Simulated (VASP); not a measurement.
# Si (P6/mmm) in VASP: further runs

Si is run at these levels: PBE; tasks: single point, relaxation of cell and atoms.

Program: VASP 6.6.1. These are calculated values, not measurements. Logs are shortened: lines on timing, memory, paths and dates and some standing lists are left out, and cuts for length are marked.

### 1 The cell of the first run

The structure is hexagonal, space group P6/mmm (No. 191). The conventional cell has a = 4.474 Å, b = 4.474 Å, c = 2.562 Å, α = 90.00°, β = 90.00°, γ = 120.00°. Within 3.4 Å of Si (site symmetry 6/mmm) lie 14 Si at 2.56 to 2.88 Å. Within 3.4 Å of Si (site symmetry -6m2) lie 11 Si at 2.56 to 2.88 Å.

This isn't the form of Si at room conditions, which is diamond.

### 2 Single point, PBE

INCAR reads:

```
  PREC = Accurate
  ENCUT = 520
  EDIFF = 1E-6
  ISMEAR = -1
  SIGMA = 0.1
  LREAL = False
  LASPH = True
  NELM = 80
  ALGO = Normal
  ISIF = 2
  LWAVE = False
  LCHARG = False
  GGA = PE
  NBANDS = 13
```

KPOINTS reads:

```
regular mesh
0
Gamma
  11 11 16
```

POSCAR reads:

```
Si
1.0
    4.4743545956      0.0000000000      0.0000000000
   -2.2371772978      3.8749047453      0.0000000000
    0.0000000000      0.0000000000      2.5622252265
Si
3
Direct
    1.0000000000      0.0000000000      0.0000000000
    0.3333333333      0.6666666667      0.5000000000
    0.6666666667      0.3333333333      0.5000000000
```

Potentials or basis: VASP PAW PBE potentials, release 64 (Si).

On the command line:

```sh
$ cat potpaw_PBE.64/Si/POTCAR > POTCAR
$ mpirun -np 1 vasp_std > vasp.out
```

OUTCAR:

```text
PREC = Accurate
   ENCUT = 520
   EDIFF = 1E-6
   ISMEAR = -1
   LREAL = False
   LASPH = True
   NELM = 80
   ISIF = 2
   GGA = PE

 ion  position               nearest neighbor table
   1  0.000  0.000  0.000-   2 2.88   3 2.88   2 2.88   3 2.88   2 2.88   2 2.88   3 2.88   3 2.88
                             3 2.88   3 2.88   2 2.88   2 2.88
   2  0.333  0.667  0.500-   3 2.58   3 2.58   3 2.58   1 2.88   1 2.88   1 2.88   1 2.88   1 2.88
                             1 2.88
   3  0.667  0.333  0.500-   2 2.58   2 2.58   2 2.58   1 2.88   1 2.88   1 2.88   1 2.88   1 2.88
                             1 2.88

  LATTYP: Found a hexagonal cell.
 ALAT       =     4.4743545956
 C/A-ratio  =     0.5726468861

  Lattice vectors:

 A1 = (   4.4743545956,   0.0000000000,   0.0000000000)
 A2 = (  -2.2371772978,   3.8749047453,   0.0000000000)
 A3 = (   0.0000000000,   0.0000000000,   2.5622252265)

Analysis of symmetry for initial positions (statically):
=====================================================================
 Subroutine PRICEL returns:
 Original cell was already a primitive cell.

 Routine SETGRP: Setting up the symmetry group for a
 hexagonal supercell.

 Subroutine GETGRP returns: Found 24 space group operations
 (whereof 24 operations were pure point group operations)
 out of a pool of 24 trial point group operations.

The static configuration has the point symmetry D_6h.

Analysis of symmetry for dynamics (positions and initial velocities):
=====================================================================
 Subroutine PRICEL returns:
 Original cell was already a primitive cell.

 Routine SETGRP: Setting up the symmetry group for a
 hexagonal supercell.

 Subroutine GETGRP returns: Found 24 space group operations
 (whereof 24 operations were pure point group operations)
 out of a pool of 24 trial point group operations.

The dynamic configuration has the point symmetry D_6h.

 Subroutine INISYM returns: Found 24 space group operations
 (whereof 24 operations are pure point group operations),
 and found     1 'primitive' translations

----------------------------------------------------------------------------------------

                                     Primitive cell

  volume of cell :      44.4231

  direct lattice vectors                    reciprocal lattice vectors
     4.474354596  0.000000000  0.000000000     0.223495921  0.129035430  0.000000000
    -2.237177298  3.874904745  0.000000000     0.000000000  0.258070860  0.000000000
     0.000000000  0.000000000  2.562225226     0.000000000  0.000000000  0.390285752

  length of vectors
     4.474354596  4.474354596  2.562225226     0.258070860  0.258070860  0.390285752

  position of ions in fractional coordinates (direct lattice)
     0.000000000  0.000000000  0.000000000
     0.333333333  0.666666667  0.500000000
     0.666666667  0.333333333  0.500000000

  ion indices of the primitive-cell ions
   primitive index   ion index
                 1           1
                 2           2
                 3           3

----------------------------------------------------------------------------------------

 KPOINTS: regular mesh

Automatic generation of k-mesh.
 Grid dimensions read from file:
 generate k-points for:   11   11   16

 Generating k-lattice:

  Cartesian coordinates                     Fractional coordinates (reciprocal lattice)
     0.020317811  0.011730494  0.000000000     0.090909091  0.000000000  0.000000000
     0.000000000  0.023460987  0.000000000     0.000000000  0.090909091  0.000000000
     0.000000000  0.000000000  0.024392860     0.000000000  0.000000000  0.062500000

  Length of vectors
     0.023460987  0.023460987  0.024392860

  Shift w.r.t. Gamma in fractional coordinates (k-lattice)
     0.000000000  0.000000000  0.000000000

 Subroutine IBZKPT returns following result:
 ===========================================

 Found    144 irreducible k-points:

 Following reciprocal coordinates:
            Coordinates               Weight
  0.000000  0.000000  0.000000      1.000000
  0.090909  0.000000  0.000000      6.000000
  0.181818  0.000000  0.000000      6.000000
  0.272727  0.000000  0.000000      6.000000
  0.363636  0.000000  0.000000      6.000000
  0.454545  0.000000  0.000000      6.000000
[... 16 lines left out ...]
  0.090909  0.090909  0.062500     12.000000
  0.181818  0.090909  0.062500     24.000000
 [... further k-points ...]
   k-points           NKPTS =    144   k-points in BZ     NKDIM =    144   number of bands    NBANDS=     13
   number of dos      NEDOS =    301   number of ions     NIONS =      3
   total plane-waves  NPLWV =  25920
   dimension x,y,z NGX =    36 NGY =   36 NGZ =   20
   dimension x,y,z NGXF=    72 NGYF=   72 NGZF=   40
   ions per type =               3
   NGX,Y,Z   is equivalent  to a cutoff of  13.38, 13.38, 12.98 a.u.
   NGXF,Y,Z  is equivalent  to a cutoff of  26.75, 26.75, 25.95 a.u.
 SYSTEM =  unknown system
   PREC   = accura    normal or accurate (medium, high low for compatibility)
   ISTART =      0    job   : 0-new  1-cont  2-samecut
   ICHARG =      2    charge: 1-file 2-atom 10-const
   ISPIN  =      1    spin polarized calculation?
   LNONCOLLINEAR =      F non collinear calculations
   LSORBIT =      F    spin-orbit coupling
   LASPH  =      T    aspherical Exc in radial PAW
   ENCUT  =  520.0 eV  38.22 Ry    6.18 a.u.   8.32  8.32  4.76*2*pi/ulx,y,z
   NELM   =     80;   NELMIN=  2; NELMDL= -5     # of ELM steps
   EDIFF  = 0.1E-05   stopping-criterion for ELM
   LREAL  =      F    real-space projection
   EDIFFG = 0.1E-04   stopping-criterion for IOM
   NSW    =      0    number of steps for IOM
   IBRION =     -1    ionic relax: 0-MD 1-quasi-New 2-CG
   NFREE  =      0    steps in history (QN), initial steepest desc. (CG)
   ISIF   =      2    stress and relaxation
   ISYM   =      2    0-nonsym 1-usesym 2-fastsym
   POTIM  = 0.5000    time-step for ionic-motion
   TEBEG  =    0.0;   TEEND  =   0.0 temperature during run
   PSTRESS=    0.0 pullay stress
   NELECT =      12.0000    total number of electrons
   NUPDOWN=      -1.0000    fix difference up-down
   EMIN   =  10.00;   EMAX   =-10.00  energy-range for DOS
   EFERMI =   0.00;   METHOD = LEGACY
   ISMEAR =    -1;   SIGMA  =   0.10  broadening in eV -4-tet -1-fermi 0-gaus
   EFERMI_NEDOS =   21; number of points for ismear=-14 and -15
   IALGO  =     38    algorithm
   IMIX   =      4    mixing-type and parameters
     AMIX     =   0.40;   BMIX     =  1.00
     AMIX_MAG =   1.60;   BMIX_MAG =  1.00
  volume/ion in A,a.u.               =      14.81        99.93
  Fermi-wavevector in a.u.,A,eV,Ry     =   1.058276  1.999852 15.237823  1.119948
  Thomas-Fermi vector in A             =   2.193580
   LORBIT       =      0    0 simple, 1 ext, 2 COOP (PROOUT), +10 PAW based schemes
   GGA     = PE    functional components
   LHFCALC =     F    Hartree Fock is set to
   AEXX    =    0.0000 exact exchange contribution
   IVDW    =     0    specifies the selected vdW correction
   LEPSILON=     F    determine dielectric tensor
   LRPA    =     F    only Hartree local field effects (RPA)
 non-spin polarized calculation
  energy-cutoff  :      520.00
  volume of cell :       44.42
 maximum number of plane-waves:      1221
 NGX is ok and might be reduce to    36
   NGX = 17   NGY = 17   NGZ =  9

 number of electron      11.9999999 magnetization

 Free energy of the ion-electron system (eV)
  ---------------------------------------------------
  ext. energy  EPLUGINS =         0.00000000
  ---------------------------------------------------
  free energy    TOTEN  =       -14.79120942 eV

  energy without entropy =      -14.74755665  energy(sigma->0) =      -14.76938303

 E-fermi :   9.7646     XC(G=0): -11.0900

 val. band max:        9.7591003403   @ k =   0.0000   0.0000   0.1875
 cond. band min:       9.7681292006   @ k =   0.1818   0.0909   0.0000
 fundamental gap:      0.0090288603
 Fermi energy:         9.7646079841

 k-point     1 :       0.0000    0.0000    0.0000
  band No.  band energies     occupation
      1      -4.3846      2.00000
      2       4.3159      2.00000
      3       4.5056      2.00000
      4       5.3874      2.00000
      5       5.3874      2.00000
      6       5.4635      2.00000
      7       5.4635      2.00000
      8      15.9381      0.00000
      9      17.3460      0.00000
     10      20.2677      0.00000
     11      20.2677      0.00000
     12      21.8282      0.00000
     13      22.1818      0.00000

 k-point     2 :       0.0909    0.0000    0.0000
  band No.  band energies     occupation
      1      -4.3047      2.00000
      2       3.3707      2.00000
      3       3.9048      2.00000
      4       4.6666      2.00000
      5       5.7694      2.00000
      6       6.3343      2.00000
      7       6.9083      2.00000
      8      16.0061      0.00000
      9      17.3504      0.00000
     10      19.3158      0.00000
     11      19.6728      0.00000
     12      21.8717      0.00000
     13      21.9349      0.00000

 k-point     3 :       0.1818    0.0000    0.0000
  band No.  band energies     occupation
      1      -4.0654      2.00000
      2       1.9593      2.00000
      3       3.3166      2.00000
      4       4.0599      2.00000
      5       6.7742      2.00000
      6       7.3903      2.00000
      7       8.7417      1.99993
      8      16.2099      0.00000
      9      17.0025      0.00000
     10      18.1596      0.00000
     11      18.2468      0.00000
     12      21.0983      0.00000
     13      21.7537      0.00000
[... 305 lines left out ...]
 k-point    23 :       0.0909    0.0909    0.0625
  band No.  band energies     occupation
      1      -4.0590      2.00000
      2       2.7539      2.00000
      3       2.8303      2.00000
      4       5.3588      2.00000
      5       5.4648      2.00000
      6       7.9456      2.00000
      7       7.9465      2.00000
      8      14.3383      0.00000
      9      17.7043      0.00000
     10      19.0697      0.00000
     11      19.4003      0.00000
     12      19.9747      0.00000
     13      20.5905      0.00000

 k-point    24 :       0.1818    0.0909    0.0625
  band No.  band energies     occupation
      1      -3.7403      2.00000
      2       1.4298      2.00000
      3       2.2603      2.00000
      4       4.8935      2.00000
      5       6.5212      2.00000
      6       9.0558      1.99833
      7       9.8430      0.62713
      8      14.5608      0.00000
      9      16.0057      0.00000
     10      17.9452      0.00000
     11      19.0023      0.00000
     12      19.7764      0.00000
     13      20.0762      0.00000

 [... further k-points ...]

------------------------ aborting loop because EDIFF is reached ----------------------------------------

  FORCE on cell =-STRESS in cart. coord.  units (eV):
  Direction    XX          YY          ZZ          XY          YZ          ZX
  --------------------------------------------------------------------------------------
  -------------------------------------------------------------------------------------
  Total        0.0434572      0.0434572     -0.0918235      0.0000000      0.0000000     -0.0000000
  in kB        1.5673429      1.5673429     -3.3117344      0.0000000      0.0000000     -0.0000000
  external PRESSURE =      -0.0590162 kB  Pullay stress =       0.0000000 kB

 VOLUME and BASIS-vectors are now :
 -----------------------------------------------------------------------------
  energy-cutoff  :      520.00
  volume of cell :       44.42
      direct lattice vectors                 reciprocal lattice vectors
     4.474354596  0.000000000  0.000000000     0.223495921  0.129035430  0.000000000
    -2.237177298  3.874904745  0.000000000     0.000000000  0.258070860  0.000000000
     0.000000000  0.000000000  2.562225226     0.000000000  0.000000000  0.390285752

 POSITION                                       TOTAL-FORCE (eV/Angst)
 -----------------------------------------------------------------------------------
      0.00000      0.00000      0.00000         0.000000      0.000000      0.000000
     -0.00000      2.58327      1.28111         0.000000      0.000000      0.000000
      2.23718      1.29163      1.28111        -0.000000     -0.000000      0.000000
 -----------------------------------------------------------------------------------
    total drift:                               -0.000000     -0.000000     -0.000000

  FREE ENERGIE OF THE ION-ELECTRON SYSTEM (eV)
  ---------------------------------------------------
  free  energy   TOTEN  =       -14.7912094181 eV

  energy  without entropy=      -14.7475566473  energy(sigma->0) =      -14.76938303
```

Wall time 25 s (1 thread of Intel Xeon Platinum 8559C (Emerald Rapids), shared host); peak memory 0.19 GiB.

Results:

- Free energy: -14.7912 eV
- Pressure: 0.0 GPa
- Band gap on the k mesh: zero (bands 6 and 7 overlap by 6.89 eV)

### 3 Relaxation of cell and atoms, PBE

This run uses another cell than the first one, of 15.02 Å³/atom.

INCAR reads:

```
ALGO     = Normal         # electronic algorithm
EDIFF    = 1E-6           # SCF threshold, eV
EDIFFG   = -0.01          # ionic threshold
ENCUT    = 600            # plane-wave cutoff, eV
GGA      = PE             # functional
IBRION   = 2              # ionic algorithm
ISIF     = 3              # what is computed and relaxed
ISMEAR   = -1             # smearing method
LASPH    = T              # aspherical terms in the spheres
LCHARG   = F              # write CHGCAR
LREAL    = F              # projectors in reciprocal space
LWAVE    = F              # write WAVECAR
NELM     = 100            # most SCF steps
NSW      = 80             # ionic steps
PREC     = Accurate       # precision mode
SIGMA    = 0.1            # smearing width, eV
```

KPOINTS reads:

```
k-points
0
Gamma
  8 8 12
```

POSCAR reads:

```
Si
1.0
    4.3942991671      0.0000000000      0.0000000000
   -2.1971495836      3.8055747106      0.0000000000
    0.0000000000      0.0000000000      2.6937053894
Si
3
Direct
    0.0000000000      0.0000000000      0.0000000000
    0.3333333333      0.6666666667      0.5000000000
    0.6666666667      0.3333333333      0.5000000000
```

Potentials or basis: VASP PAW PBE potentials, release 64 (Si).

On the command line:

```sh
$ cat potpaw_PBE.64/Si/POTCAR > POTCAR
$ mpirun -np 1 vasp_std > vasp.out
```

Run time: 71 s. Hardware: 1 thread of Intel Xeon Platinum 8559C (Emerald Rapids), shared host; peak memory 0.19 GiB.

The run converged. Its results:

```
Free energy                           : -14.7924 eV
Relaxed volume                        : 14.81 Å³/atom
Relaxed cell                          : a = 4.474 Å, b = 4.474 Å, c = 2.562 Å, α = 90.00°, β = 90.00°, γ = 120.00°
Space group after relaxing (to 0.1 Å) : P6/mmm (No. 191)
Energy gained by relaxing             : 18.2 meV/atom
Ionic steps                           : 12
Pressure after relaxing               : 0.0 GPa
Band gap on the k mesh                : zero (bands 6 and 7 overlap by 6.41 eV)
```

Step by step:
```tsv
step	energy change (eV)	largest force (eV/Å)	pressure (GPa)	volume (Å³)
1	0.0000	0.0000	-1.60	45.05
2	-0.0166	0.0000	0.41	44.07
3	-0.0241	0.0000	3.18	42.91
4	-0.0284	0.0000	3.52	42.79
5	-0.0304	0.0000	3.93	42.66
6	-0.0375	0.0000	3.25	42.94
7	-0.0512	0.0000	1.32	43.78
8	-0.0478	0.0000	-2.02	45.48
9	-0.0545	0.0000	-0.19	44.50
10	-0.0545	0.0000	-0.12	44.46
11	-0.0546	0.0000	-0.08	44.45
12	-0.0547	0.0000	0.01	44.42
```

Final structure:
```
Si
1.0
     4.47427    0.00000    0.00000
    -2.23713    3.87483    0.00000
     0.00000    0.00000    2.56223
Si
3
Direct
  0.00000 0.00000 0.00000
  0.33333 0.66667 0.50000
  0.66667 0.33333 0.50000
```

Levels at points of the mesh, in eV from the Fermi level:
```tsv
k point	band 2	band 3	band 4	band 5	band 6	band 7	band 8	band 9	band 10
(0.00, 0.00, 0.00)	-5.38	-5.19	-4.31	-4.31	-4.23	-4.23	6.25	7.65	10.58
(0.50, 0.00, 0.00)	-11.64	-7.31	-6.56	1.70	1.85	2.37	2.68	5.47	7.33
(0.00, 0.00, 0.50)	-8.18	-0.80	-0.64	-0.50	-0.50	0.24	0.97	0.97	1.08
(0.50, 0.00, 0.50)	-6.65	-5.92	-5.80	-2.13	-2.08	-1.97	-0.56	5.63	5.64
```
